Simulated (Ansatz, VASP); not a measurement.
## Two plane-wave programs on CO2

The input INCAR:

```
PREC = Accurate ; ENCUT = 600
EDIFF = 1E-6 ; ISMEAR = 0
SIGMA = 0.02 ; LREAL = F
LASPH = T ; NELM = 80
ALGO = Normal ; ISIF = 3
LWAVE = F ; LCHARG = F
IBRION = 2 ; NSW = 80
EDIFFG = -0.01
```

File KPOINTS:

```
regular mesh
0
Gamma
  6 6 12
```

File POSCAR:

```
CO2
1.0
    4.6996610544      0.0000000000      0.0000000000
    0.0000000000      4.9149821403      0.0000000000
    0.0000000000      0.0000000000      2.1260285700
C O
2 4
Direct
    0.5000000000      0.5000000000      0.5000000000
    0.0000000000      0.0000000000      0.0000000000
    0.3433911061      0.3670133893      0.0000000000
    0.8433911061      0.1329866107      0.5000000000
    0.1566088939      0.8670133893      0.5000000000
    0.6566088939      0.6329866107      0.0000000000
```

Input for Ansatz:

```yaml
crystal:
  lattice:
    - [4.6996610544, 0.0, 0.0]
    - [0.0, 4.9149821403, 0.0]
    - [0.0, 0.0, 2.12602857]
  atoms:
    - { symbol: C, position: [0.5, 0.5, 0.5] }
    - { symbol: C, position: [0.0, 0.0, 0.0] }
    - { symbol: O, position: [0.3433911061, 0.3670133893, 0.0] }
    - { symbol: O, position: [0.8433911061, 0.1329866107, 0.5] }
    - { symbol: O, position: [0.1566088939, 0.8670133893, 0.5] }
    - { symbol: O, position: [0.6566088939, 0.6329866107, 0.0] }
basis:
  ecutwfc: 420
kpoints:
  mp_grid: { grid: [6, 6, 12] }
hamiltonian:
  xc: lda
scf:
  occupations: { method: gaussian, width: 0.02 }
output:
  forces: true
  stress: true
  eigenvalues: true
  write_density: true
  write_potential: true
  elf: true
  volumetric_format: npy
relax:
  adjacent_minimum: "off"
  f_tol: 0.01
  max_steps: 60
  cell: { stress_tol: 0.1 }
```

Alike in both runs: task relaxation of cell and atoms; functional LDA; k mesh 6 × 6 × 12; occupations gaussian, width 0.02 eV; no spin polarisation.

|  | VASP | Ansatz |
| --- | --- | --- |
| version | VASP 6.6.1 | Ansatz 0.2.0 |
| potentials or method | VASP PAW LDA potentials, release 64 (C, O), cutoff 600 eV | scalar-relativistic, plane waves, PAW |
| valence electrons in the cell | 32 | 32 |

```csv
,VASP,Ansatz,Ansatz less VASP
"gap on the k mesh at the Fermi level, each at its own relaxed structure (eV)",0.87,0.73,-0.140
relaxed volume (Å³/atom),7.94,8.18,+0.244
relaxed length of the cell vector where the two differ most in proportion (Å),4.505,4.689,+0.1835
```

LDA's correlation is that of Perdew and Zunger in VASP and of Perdew and Wang (1992) in Ansatz.
